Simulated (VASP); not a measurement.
# NbTe (P-6m2) in VASP: settings compared

The runs below take NbTe through single point, with PBE+D3(BJ), PBE+D4, revPBE, PBE.

Program: VASP 6.6.1. These are calculated values, not measurements. Logs are shortened: lines on timing, memory, paths and dates and some standing lists are left out, and cuts for length are marked.

## (1) The cell of the first run

Symmetry: P-6m2, No. 187, hexagonal system. Conventional cell: a = 3.619 Å, b = 3.619 Å, c = 3.686 Å, α = 90.00°, β = 90.00°, γ = 120.00°. Within 3.7 Å of Te (site symmetry -6m2) lie 6 Nb at 2.79 Å and 8 Te at 3.62 to 3.69 Å. Nb (site symmetry -6m2) has 6 Te at 2.79 Å and 8 Nb at 3.62 to 3.69 Å within 3.7 Å.

## (2) Single point, PBE+D3(BJ)

File INCAR:

```
SYSTEM = NbTe
ALGO = Normal
EDIFF = 1E-7
ENCUT = 520
GGA = PE
ISIF = 2
ISMEAR = -1
IVDW = 12
LASPH = .TRUE.
LCHARG = .FALSE.
LREAL = .FALSE.
LWAVE = .FALSE.
NBANDS = 16
NELM = 60
PREC = Accurate
SIGMA = 0.05
```

File KPOINTS:

```
k-points
0
G
  8 8 7
  0 0 0
```

File POSCAR:

```
NbTe
1.0
    3.6187496269      0.0000000000      0.0000000000
   -1.8093748135      3.1339291068      0.0000000000
    0.0000000000      0.0000000000      3.6858962400
Te Nb
1 1
Direct
    0.6666666667      0.3333333333      0.0000000000
    0.0000000000      0.0000000000      0.5000000000
```

Potentials or basis: VASP PAW PBE potentials, release 64 (Te, Nb_sv).

Started as:

```console
cat potpaw_PBE.64/Te/POTCAR potpaw_PBE.64/Nb_sv/POTCAR > POTCAR
mpirun -np 1 vasp_std > vasp.out
```

OUTCAR:

```text
SYSTEM = NbTe
   EDIFF = 1E-7
   ENCUT = 520
   GGA = PE
   ISIF = 2
   ISMEAR = -1
   IVDW = 12
   LASPH = .TRUE.
   LREAL = .FALSE.
   NELM = 60
   PREC = Accurate
 IVDW          = 12

 ion  position               nearest neighbor table
   1  0.667  0.333  0.000-   2 2.79   2 2.79   2 2.79   2 2.79   2 2.79   2 2.79
   2  0.000  0.000  0.500-   1 2.79   1 2.79   1 2.79   1 2.79   1 2.79   1 2.79

  LATTYP: Found a hexagonal cell.
 ALAT       =     3.6187496269
 C/A-ratio  =     1.0185551972

  Lattice vectors:

 A1 = (   3.6187496269,   0.0000000000,   0.0000000000)
 A2 = (  -1.8093748135,   3.1339291068,   0.0000000000)
 A3 = (   0.0000000000,   0.0000000000,   3.6858962400)

Analysis of symmetry for initial positions (statically):
=====================================================================
 Subroutine PRICEL returns:
 Original cell was already a primitive cell.

 Routine SETGRP: Setting up the symmetry group for a
 hexagonal supercell.

 Subroutine GETGRP returns: Found 12 space group operations
 (whereof 12 operations were pure point group operations)
 out of a pool of 24 trial point group operations.

The static configuration has the point symmetry D_3h.

Analysis of symmetry for dynamics (positions and initial velocities):
=====================================================================
 Subroutine PRICEL returns:
 Original cell was already a primitive cell.

 Routine SETGRP: Setting up the symmetry group for a
 hexagonal supercell.

 Subroutine GETGRP returns: Found 12 space group operations
 (whereof 12 operations were pure point group operations)
 out of a pool of 24 trial point group operations.

The dynamic configuration has the point symmetry D_3h.

 Subroutine INISYM returns: Found 12 space group operations
 (whereof 12 operations are pure point group operations),
 and found     1 'primitive' translations

----------------------------------------------------------------------------------------

                                     Primitive cell

  volume of cell :      41.8014

  direct lattice vectors                    reciprocal lattice vectors
     3.618749627  0.000000000  0.000000000     0.276338543  0.159544132  0.000000000
    -1.809374814  3.133929107  0.000000000     0.000000000  0.319088265  0.000000000
     0.000000000  0.000000000  3.685896240     0.000000000  0.000000000  0.271304436

  length of vectors
     3.618749627  3.618749627  3.685896240     0.319088265  0.319088265  0.271304436

  position of ions in fractional coordinates (direct lattice)
     0.666666667  0.333333333  0.000000000
     0.000000000  0.000000000  0.500000000

  ion indices of the primitive-cell ions
   primitive index   ion index
                 1           1
                 2           2

----------------------------------------------------------------------------------------

 KPOINTS: k-points

Automatic generation of k-mesh.
 Grid dimensions read from file:
 generate k-points for:    8    8    7

 Generating k-lattice:

  Cartesian coordinates                     Fractional coordinates (reciprocal lattice)
     0.034542318  0.019943017  0.000000000     0.125000000  0.000000000  0.000000000
     0.000000000  0.039886033  0.000000000     0.000000000  0.125000000  0.000000000
     0.000000000  0.000000000  0.038757777     0.000000000  0.000000000  0.142857143

  Length of vectors
     0.039886033  0.039886033  0.038757777

  Shift w.r.t. Gamma in fractional coordinates (k-lattice)
     0.000000000  0.000000000  0.000000000

 Subroutine IBZKPT returns following result:
 ===========================================

 Found     40 irreducible k-points:

 Following reciprocal coordinates:
            Coordinates               Weight
  0.000000  0.000000  0.000000      1.000000
  0.125000  0.000000  0.000000      6.000000
  0.250000  0.000000  0.000000      6.000000
  0.375000  0.000000  0.000000      6.000000
  0.500000  0.000000  0.000000      3.000000
  0.125000  0.125000  0.000000      6.000000
[... 16 lines left out ...]
  0.250000  0.000000  0.285714     12.000000
  0.375000  0.000000  0.285714     12.000000
 [... further k-points ...]
   k-points           NKPTS =     40   k-points in BZ     NKDIM =     40   number of bands    NBANDS=     16
   number of dos      NEDOS =    301   number of ions     NIONS =      2
   total plane-waves  NPLWV =  21952
   dimension x,y,z NGX =    28 NGY =   28 NGZ =   28
   dimension x,y,z NGXF=    56 NGYF=   56 NGZF=   56
   ions per type =               1   1
   NGX,Y,Z   is equivalent  to a cutoff of  12.86, 12.86, 12.63 a.u.
   NGXF,Y,Z  is equivalent  to a cutoff of  25.73, 25.73, 25.26 a.u.
 SYSTEM =  NbTe
   PREC   = accura    normal or accurate (medium, high low for compatibility)
   ISTART =      0    job   : 0-new  1-cont  2-samecut
   ICHARG =      2    charge: 1-file 2-atom 10-const
   ISPIN  =      1    spin polarized calculation?
   LNONCOLLINEAR =      F non collinear calculations
   LSORBIT =      F    spin-orbit coupling
   LASPH  =      T    aspherical Exc in radial PAW
   ENCUT  =  520.0 eV  38.22 Ry    6.18 a.u.   6.73  6.73  6.85*2*pi/ulx,y,z
   NELM   =     60;   NELMIN=  2; NELMDL= -5     # of ELM steps
   EDIFF  = 0.1E-06   stopping-criterion for ELM
   LREAL  =      F    real-space projection
   EDIFFG = 0.1E-05   stopping-criterion for IOM
   NSW    =      0    number of steps for IOM
   IBRION =     -1    ionic relax: 0-MD 1-quasi-New 2-CG
   NFREE  =      0    steps in history (QN), initial steepest desc. (CG)
   ISIF   =      2    stress and relaxation
   ISYM   =      2    0-nonsym 1-usesym 2-fastsym
   POTIM  = 0.5000    time-step for ionic-motion
   TEBEG  =    0.0;   TEEND  =   0.0 temperature during run
   PSTRESS=    0.0 pullay stress
   NELECT =      19.0000    total number of electrons
   NUPDOWN=      -1.0000    fix difference up-down
   EMIN   =  10.00;   EMAX   =-10.00  energy-range for DOS
   EFERMI =   0.00;   METHOD = LEGACY
   ISMEAR =    -1;   SIGMA  =   0.05  broadening in eV -4-tet -1-fermi 0-gaus
   EFERMI_NEDOS =   21; number of points for ismear=-14 and -15
   IALGO  =     38    algorithm
   IMIX   =      4    mixing-type and parameters
     AMIX     =   0.40;   BMIX     =  1.00
     AMIX_MAG =   1.60;   BMIX_MAG =  1.00
  volume/ion in A,a.u.               =      20.90       141.04
  Fermi-wavevector in a.u.,A,eV,Ry     =   1.258720  2.378636 21.556741  1.584376
  Thomas-Fermi vector in A             =   2.392315
   LORBIT       =      0    0 simple, 1 ext, 2 COOP (PROOUT), +10 PAW based schemes
   GGA     = PE    functional components
   LHFCALC =     F    Hartree Fock is set to
   AEXX    =    0.0000 exact exchange contribution
   IVDW    =    12    specifies the selected vdW correction
   LEPSILON=     F    determine dielectric tensor
   LRPA    =     F    only Hartree local field effects (RPA)
 non-spin polarized calculation
  energy-cutoff  :      520.00
  volume of cell :       41.80
 maximum number of plane-waves:      1141
 NGX is ok and might be reduce to    28
   NGX = 13   NGY = 13   NGZ = 13

 number of electron      19.0000002 magnetization

 Free energy of the ion-electron system (eV)
  ---------------------------------------------------
  ext. energy  EPLUGINS =         0.00000000
  ---------------------------------------------------
  free energy    TOTEN  =       -13.61579585 eV

  energy without entropy =      -13.60640346  energy(sigma->0) =      -13.61109966

 E-fermi :  11.7495     XC(G=0): -11.5175

 val. band max:       11.7128096895   @ k =   0.1250   0.0000   0.2857
 cond. band min:      11.8120666755   @ k =   0.1250   0.0000   0.0000
 fundamental gap:      0.0992569860
 Fermi energy:        11.7494802086

 k-point     1 :       0.0000    0.0000    0.0000
  band No.  band energies     occupation
      1     -43.7862      2.00000
      2     -20.0172      2.00000
      3     -19.7857      2.00000
      4     -19.7857      2.00000
      5      -2.8157      2.00000
      6       8.5108      2.00000
[... 8 lines left out ...]
     15      17.7018      0.00000
     16      18.9846      0.00000

 k-point     2 :       0.1250    0.0000    0.0000
  band No.  band energies     occupation
      1     -43.7844      2.00000
      2     -20.0128      2.00000
      3     -19.8114      2.00000
      4     -19.7917      2.00000
      5      -2.6075      2.00000
      6       7.7446      2.00000
[... 8 lines left out ...]
     15      17.6270      0.00000
     16      19.8072      0.00000

 k-point     3 :       0.2500    0.0000    0.0000
  band No.  band energies     occupation
      1     -43.7800      2.00000
      2     -20.0021      2.00000
      3     -19.8728      2.00000
      4     -19.8062      2.00000
      5      -2.0373      2.00000
      6       6.2857      2.00000
[... 8 lines left out ...]
     15      18.8631      0.00000
     16      20.4874      0.00000

 k-point     4 :       0.3750    0.0000    0.0000
  band No.  band energies     occupation
      1     -43.7757      2.00000
      2     -19.9915      2.00000
      3     -19.9333      2.00000
      4     -19.8206      2.00000
      5      -1.3121      2.00000
      6       4.8833      2.00000
[... 8 lines left out ...]
     15      18.3374      0.00000
     16      20.5182      0.00000
[... 324 lines left out ...]
 k-point    22 :       0.1250    0.0000    0.2857
  band No.  band energies     occupation
      1     -43.7810      2.00000
      2     -20.0885      2.00000
      3     -19.8036      2.00000
      4     -19.7848      2.00000
      5      -1.9057      2.00000
      6       5.5333      2.00000
[... 8 lines left out ...]
     15      18.5115      0.00000
     16      20.0769      0.00000

 k-point    23 :       0.2500    0.0000    0.2857
  band No.  band energies     occupation
      1     -43.7767      2.00000
      2     -20.0737      2.00000
      3     -19.8618      2.00000
      4     -19.7979      2.00000
      5      -1.4940      2.00000
      6       5.7893      2.00000
[... 8 lines left out ...]
     15      18.8996      0.00000
     16      20.5610      0.00000

 k-point    24 :       0.3750    0.0000    0.2857
  band No.  band energies     occupation
      1     -43.7723      2.00000
      2     -20.0588      2.00000
      3     -19.9194      2.00000
      4     -19.8111      2.00000
      5      -0.9926      2.00000
      6       5.2531      2.00000
[... 8 lines left out ...]
     15      18.1841      0.00000
     16      20.7482      0.00000

 [... further k-points ...]

------------------------ aborting loop because EDIFF is reached ----------------------------------------

 Edisp (eV)   -1.33514

 E8    (eV) :    -0.6285

  FORCE on cell =-STRESS in cart. coord.  units (eV):
  Direction    XX          YY          ZZ          XY          YZ          ZX
  --------------------------------------------------------------------------------------
  -------------------------------------------------------------------------------------
  Total      -0.05913    -0.05913    -0.08470     0.00000     0.00000     0.00000
  in kB      -2.26616    -2.26616    -3.24655     0.00000     0.00000     0.00000
  external pressure =       -2.59 kB  Pullay stress =        0.00 kB

 VOLUME and BASIS-vectors are now :
 -----------------------------------------------------------------------------
  energy-cutoff  :      520.00
  volume of cell :       41.80
      direct lattice vectors                 reciprocal lattice vectors
     3.618749627  0.000000000  0.000000000     0.276338543  0.159544132  0.000000000
    -1.809374814  3.133929107  0.000000000     0.000000000  0.319088265  0.000000000
     0.000000000  0.000000000  3.685896240     0.000000000  0.000000000  0.271304436

 POSITION                                       TOTAL-FORCE (eV/Angst)
 -----------------------------------------------------------------------------------
      1.80937      1.04464      0.00000         0.000000      0.000000      0.000000
      0.00000      0.00000      1.84295         0.000000      0.000000      0.000000
 -----------------------------------------------------------------------------------
    total drift:                               -0.000000      0.000000     -0.000000

  FREE ENERGIE OF THE ION-ELECTRON SYSTEM (eV)
  ---------------------------------------------------
  free  energy   TOTEN  =       -14.9509406969 eV

  energy  without entropy=      -14.9415483028  energy(sigma->0) =      -14.94624450
```

It took 22 s on 1 thread of Intel Xeon Platinum 8259CL at 2.50GHz (Skylake/Cascade Lake), shared host; peak memory 0.18 GiB.

What came out:

```
Free energy                : -14.9509 eV
Pressure                   : -0.3 GPa
Band gap on the k mesh     : zero (an odd number of electrons rules out a gap without spin polarisation)
Dispersion energy per atom : -0.668 eV
```

Levels at points of the mesh, in eV from the Fermi level:
| k point | band 7 | band 8 | band 9 | band 10 | band 11 | band 12 | band 13 | band 14 |
| --- | --- | --- | --- | --- | --- | --- | --- | --- |
| (0.00, 0.00, 0.00) | -3.14 | -3.14 | -2.54 | 0.12 | 0.12 | 2.62 | 2.62 | 3.26 |
| (0.50, 0.00, 0.00) | -4.12 | -2.83 | -2.53 | -0.24 | 1.38 | 1.73 | 3.10 | 3.93 |

Caveat: spin-orbit coupling is left out, which moves the levels of the heavy elements.

(Continued in part 2 of 2.)
